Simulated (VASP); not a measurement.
# BN (rocksalt type) (Fm-3m) in VASP: notebook, part 2 of 2

VASP 6.6.1. The steps go on from the part before.

**5. Single point, PBE (volume scaled by 0.7, to set the pressure)**

Input file INCAR:

```
SYSTEM = BN
PREC = Accurate
ENCUT = 520
EDIFF = 1E-6
ISMEAR = -1
SIGMA = 0.05
LREAL = .False.
LASPH = .True.
NELM = 60
ALGO = Normal
ISIF = 2
LWAVE = .False.
LCHARG = .False.
GGA = PE
NBANDS = 11
```

Input file KPOINTS:

```
Automatic mesh
0
Gamma
  17 17 17
  0 0 0
```

Input file POSCAR:

```
BN
1.0
    0.0000000000      1.5553742367      1.5553742367
    1.5553742367      0.0000000000      1.5553742367
    1.5553742367      1.5553742367      0.0000000000
B N
1 1
Direct
    0.0000000000      0.0000000000      0.0000000000
    0.5000000000      0.5000000000      0.5000000000
```

Potentials or basis: VASP PAW PBE potentials, release 64 (B, N).

Started as:

```
$ cat potpaw_PBE.64/B/POTCAR potpaw_PBE.64/N/POTCAR > POTCAR
$ mpirun -np 1 vasp_std > vasp.out
```

OUTCAR:

```text
SYSTEM = BN
   PREC = Accurate
   ENCUT = 520
   EDIFF = 1E-6
   ISMEAR = -1
   LREAL = .False.
   LASPH = .True.
   NELM = 60
   ISIF = 2
   GGA = PE

 ion  position               nearest neighbor table
   1  0.000  0.000  0.000-   2 1.56   2 1.56   2 1.56   2 1.56   2 1.56   2 1.56
   2  0.500  0.500  0.500-   1 1.56   1 1.56   1 1.56   1 1.56   1 1.56   1 1.56

  LATTYP: Found a face centered cubic cell.
 ALAT       =     3.1107484734

  Lattice vectors:

 A1 = (   0.0000000000,   1.5553742367,   1.5553742367)
 A2 = (   1.5553742367,   0.0000000000,   1.5553742367)
 A3 = (   1.5553742367,   1.5553742367,   0.0000000000)

Analysis of symmetry for initial positions (statically):
=====================================================================
 Subroutine PRICEL returns:
 Original cell was already a primitive cell.

 Routine SETGRP: Setting up the symmetry group for a
 face centered cubic supercell.

 Subroutine GETGRP returns: Found 48 space group operations
 (whereof 48 operations were pure point group operations)
 out of a pool of 48 trial point group operations.

The static configuration has the point symmetry O_h .

Analysis of symmetry for dynamics (positions and initial velocities):
=====================================================================
 Subroutine PRICEL returns:
 Original cell was already a primitive cell.

 Routine SETGRP: Setting up the symmetry group for a
 face centered cubic supercell.

 Subroutine GETGRP returns: Found 48 space group operations
 (whereof 48 operations were pure point group operations)
 out of a pool of 48 trial point group operations.

The dynamic configuration has the point symmetry O_h .

 Subroutine INISYM returns: Found 48 space group operations
 (whereof 48 operations are pure point group operations),
 and found     1 'primitive' translations

----------------------------------------------------------------------------------------
[... 113 lines left out ...]
     AMIX_MAG =   1.60;   BMIX_MAG =  1.00
  volume/ion in A,a.u.               =       3.76        25.39
  Fermi-wavevector in a.u.,A,eV,Ry     =   1.670808  3.157370 37.982024  2.791600
  Thomas-Fermi vector in A             =   2.756241
   LORBIT       =      0    0 simple, 1 ext, 2 COOP (PROOUT), +10 PAW based schemes
   GGA     = PE    functional components
   LHFCALC =     F    Hartree Fock is set to
   AEXX    =    0.0000 exact exchange contribution
   IVDW    =     0    specifies the selected vdW correction
   LEPSILON=     F    determine dielectric tensor
   LRPA    =     F    only Hartree local field effects (RPA)
 non-spin polarized calculation
  energy-cutoff  :      520.00
  volume of cell :        7.53
 maximum number of plane-waves:       210
   NGX =  9   NGY =  9   NGZ =  9

 number of electron       7.9999997 magnetization

 Free energy of the ion-electron system (eV)
  ---------------------------------------------------
  ext. energy  EPLUGINS =         0.00000000
  ---------------------------------------------------
  free energy    TOTEN  =       -11.91224797 eV

  energy without entropy =      -11.91224797  energy(sigma->0) =      -11.91224797

 E-fermi :  17.2346     XC(G=0): -15.5752

 val. band max:       16.0837583697   @ k =  -0.1765   0.1765   0.0000
 cond. band min:      20.3849714121   @ k =   0.4706   0.4706   0.0000
 fundamental gap:      4.3012130424
 Fermi energy:        17.2345903242

 k-point     1 :       0.0000    0.0000    0.0000
  band No.  band energies     occupation
      1     -11.8657      2.00000
      2      14.9551      2.00000
      3      14.9551      2.00000
      4      14.9551      2.00000
      5      32.0862      0.00000
      6      32.0862      0.00000
      7      32.0862      0.00000
      8      34.1151      0.00000
      9      36.6982      0.00000
     10      36.6982      0.00000
     11      36.6982      0.00000
[... 309 lines left out ...]
 k-point    24 :      -0.1176    0.0588    0.0000
  band No.  band energies     occupation
      1     -11.0980      2.00000
      2      12.3944      2.00000
      3      13.8127      2.00000
      4      15.4182      2.00000
      5      28.3151      0.00000
      6      29.7062      0.00000
      7      31.2491      0.00000
      8      34.9571      0.00000
      9      35.6224      0.00000
     10      37.8844      0.00000
     11      40.3037      0.00000

 [... further k-points ...]
[... 5 lines left out ...]
  --------------------------------------------------------------------------------------
  -------------------------------------------------------------------------------------
  Total       12.5510825     12.5510825     12.5510825      0.0000000      0.0000000     -0.0000000
  in kB     2672.1268381   2672.1268381   2672.1268381      0.0000000      0.0000000     -0.0000000
  external PRESSURE =    2672.1268381 kB  Pullay stress =       0.0000000 kB

 VOLUME and BASIS-vectors are now :
 -----------------------------------------------------------------------------
  energy-cutoff  :      520.00
  volume of cell :        7.53
      direct lattice vectors                 reciprocal lattice vectors
     0.000000000  1.555374237  1.555374237    -0.321466042  0.321466042  0.321466042
     1.555374237  0.000000000  1.555374237     0.321466042 -0.321466042  0.321466042
     1.555374237  1.555374237  0.000000000     0.321466042  0.321466042 -0.321466042

 POSITION                                       TOTAL-FORCE (eV/Angst)
 -----------------------------------------------------------------------------------
      0.00000      0.00000      0.00000         0.000000      0.000000     -0.000000
      1.55537      1.55537      1.55537        -0.000000     -0.000000      0.000000
 -----------------------------------------------------------------------------------
    total drift:                                0.000000      0.000000      0.000000

  FREE ENERGIE OF THE ION-ELECTRON SYSTEM (eV)
  ---------------------------------------------------
  free  energy   TOTEN  =       -11.9122479725 eV

  energy  without entropy=      -11.9122479725  energy(sigma->0) =      -11.91224797
```

OSZICAR:

```text
N       E                     dE             d eps       ncg     rms          rms(c)
DAV:   1     0.166248631847E+02    0.16625E+02   -0.54337E+03  3876   0.769E+02
DAV:   2    -0.125241723648E+02   -0.29149E+02   -0.27657E+02  4210   0.178E+02
DAV:   3    -0.129731508467E+02   -0.44898E+00   -0.44750E+00  4264   0.171E+01
DAV:   4    -0.129734928258E+02   -0.34198E-03   -0.34197E-03  3969   0.476E-01
DAV:   5    -0.129734929332E+02   -0.10740E-06   -0.10722E-06  4208   0.919E-03    0.806E+00
DAV:   6    -0.119668917931E+02    0.10066E+01   -0.30613E+00  3914   0.108E+01    0.382E+00
DAV:   7    -0.119146415117E+02    0.52250E-01   -0.22539E-01  4007   0.343E+00    0.220E+00
DAV:   8    -0.119125029463E+02    0.21386E-02   -0.11522E-02  3864   0.103E+00    0.181E-01
DAV:   9    -0.119122473865E+02    0.25556E-03   -0.60396E-04  3915   0.171E-01    0.410E-02
DAV:  10    -0.119122475503E+02   -0.16386E-06   -0.20183E-05  3959   0.443E-02    0.114E-02
DAV:  11    -0.119122479725E+02   -0.42223E-06   -0.56917E-07  3486   0.763E-03
   1 F= -.11912248E+02 E0= -.11912248E+02  d E =-.116942E-11
```

stdout:

```text
POSCAR found type information on POSCAR B N
 POSCAR found :  2 types and       2 ions
 scaLAPACK will be used
 LDA part: xc-table for (Slater+PW92), standard interpolation
 POSCAR, INCAR and KPOINTS ok, starting setup
 FFT: planning ... GRIDC
 FFT: planning ... GRID_SOFT
 FFT: planning ... GRID
 WAVECAR not read
 entering main loop
```

Run time: 4.2 s. Hardware: 1 thread of Intel Xeon Platinum 8375C at 2.90GHz (Ice Lake), shared host; peak memory 0.12 GiB.

Results:

- Free energy: -11.9122 eV
- Pressure: 267.2 GPa
- Band gap on the k mesh: 4.30 eV, indirect (least direct gap 7.19 eV)

Levels at points of the mesh, in eV from the valence-band top:
| k point | band 2 | band 3 | band 4 | band 5 | band 6 | band 7 |
| --- | --- | --- | --- | --- | --- | --- |
| (0.00, 0.00, 0.00) | -1.13 | -1.13 | -1.13 | 16.00 | 16.00 | 16.00 |

Caveat: the cell differs from its parent crystal (volume scaled by 0.7, to set the pressure). A k mesh can miss the band edges.

**6. Single point, PBE**

This run uses another cell than the first one, of 3.75 Å³/atom, 0.996 times its volume.

Input file INCAR:

```
PREC = Accurate
ENCUT = 520
EDIFF = 1E-6
ISMEAR = -1
SIGMA = 0.05
LREAL = False
LASPH = True
NELM = 100
ALGO = Normal
ISIF = 2
LWAVE = False
LCHARG = False
GGA = PE
NBANDS = 11
```

Input file KPOINTS:

```
Automatic mesh
0
Gamma
  17 17 17
```

Input file POSCAR:

```
BN
1.0
    0.0000000000      1.5535123011      1.5535123011
    1.5535123011      0.0000000000      1.5535123011
    1.5535123011      1.5535123011      0.0000000000
B N
1 1
Direct
    0.0000000000      0.0000000000      0.0000000000
    0.5000000000      0.5000000000      0.5000000000
```

Potentials or basis: VASP PAW PBE potentials, release 64 (B, N).

Started as:

```
$ cat potpaw_PBE.64/B/POTCAR potpaw_PBE.64/N/POTCAR > POTCAR
$ mpirun -np 1 vasp_std > vasp.out
```

Wall time 4.4 s (1 thread of Intel Xeon Platinum 8375C at 2.90GHz (Ice Lake), shared host); peak memory 0.11 GiB.

The run converged. Its results:

| Item | Value |
| --- | --- |
| Free energy | -11.8667 eV |
| Pressure | 271.7 GPa |
| Band gap on the k mesh | 4.34 eV, indirect (least direct gap 7.20 eV) |

Levels at points of the mesh, in eV from the valence-band top:
```csv
k point,band 2,band 3,band 4,band 5,band 6,band 7
"(0.00, 0.00, 0.00)",-1.13,-1.13,-1.13,16.05,16.05,16.05
```

A k mesh can miss the band edges. As with any semilocal functional, this PBE gap is likely too small.

**7. Summary**

```tsv
task	cell	k mesh	cutoff (eV)	gap on the mesh (eV)	pressure (GPa)
relaxation of cell and atoms	relaxed to 270 GPa from a = 2.200 Å, angles 60.0°, 2 atoms	17 × 17 × 17	600	4.33	270.0
relaxation of cell and atoms	relaxed to 270 GPa from a = 2.197 Å, angles 60.0°, 2 atoms	17 × 17 × 17	600	4.33	270.0
relaxation of cell and atoms	relaxed from a = 3.047 Å, angles 60.0°, 2 atoms	16 × 16 × 16	600	1.17	-0.1
single point	a = 2.200 Å, angles 60.0°, 2 atoms	17 × 17 × 17	520	4.30	267.2
single point	a = 2.197 Å, angles 60.0°, 2 atoms	17 × 17 × 17	520	4.34	271.7
```

Alike in all rows: level PBE; potentials or basis VASP PAW PBE potentials, release 64 (B, N); no spin polarisation; smearing fermi-dirac 0.05 eV.

Caveats: the cell is relaxed towards a set pressure, so the enthalpy falls and the energy may rise (some runs); the volume moved by over 15 % at a fixed basis, so the end points are rough (some runs).

Total energies depend on the potentials used, so only differences within one code and one set of settings carry meaning.
